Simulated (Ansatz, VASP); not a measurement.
**Two plane-wave programs on InSb**

The input INCAR:

```
SYSTEM = InSb
ALGO = Normal
EDIFF = 1E-6
ENCUT = 520
GGA = PS
ISIF = 2
ISMEAR = 0
LASPH = .True.
LCHARG = .False.
LREAL = .False.
LWAVE = .False.
NBANDS = 16
NELM = 100
PREC = Accurate
SIGMA = 0.15
```

KPOINTS

```
k-points
0
Gamma
  14 14 14
  0 0 0
```

POSCAR

```
InSb
1.0
    0.0000000000      3.1074526039      2.9244236455
    3.1074526039      0.0000000000      2.9244236455
    3.1074526039      3.1074526039      0.0000000000
In Sb
1 1
Direct
    0.0000000000      0.0000000000      0.0000000000
    0.5000000000      0.5000000000      0.5000000000
```

Input for Ansatz:

```yaml
crystal:
  lattice:
    - [0.0, 3.1074526039, 2.9244236455]
    - [3.1074526039, 0.0, 2.9244236455]
    - [3.1074526039, 3.1074526039, 0.0]
  atoms:
    - { symbol: In, position: [0.0, 0.0, 0.0] }
    - { symbol: Sb, position: [0.5, 0.5, 0.5] }
basis:
  ecutwfc: 420
kpoints:
  mp_grid: { grid: [14, 14, 14] }
hamiltonian:
  xc: pbesol
  pseudopotentials: { kind: paw, azcp: { folder: soft_1 } }
scf:
  occupations: { method: gaussian, width: 0.15 }
output:
  forces: true
  stress: true
  eigenvalues: true
```

Alike in both runs: task single point; functional PBEsol; k mesh 14 × 14 × 14; occupations gaussian, width 0.15 eV; no spin polarisation.

|  | VASP | Ansatz |
| --- | --- | --- |
| version | VASP 6.6.1 | Ansatz 0.2.0 |
| potentials or method | VASP PAW PBE potentials, release 64 (In_d, Sb), cutoff 520 eV | scalar-relativistic, plane waves, PAW |
| valence electrons in the cell | 18 | 28 |

```tsv
	VASP	Ansatz	Ansatz less VASP
gap on the k mesh at the Fermi level (eV)	none	none	-
pressure (GPa)	-1.0	-1.0	-0.01
traceless stress, the component that is largest in VASP (GPa)	3.84	3.84	0.000
```

VASP's potentials were made for PBE, not for PBEsol, and Ansatz warns of the same on its side. A gap of «none» marks a metal or a gap that the smearing closes. With one functional, cell and mesh, what is left measures potentials, basis and numerics. VASP's potentials hold 18 valence electrons a cell and Ansatz's 28, so a difference there can come from the potentials and not from the codes.

Neither program's run includes spin-orbit coupling.
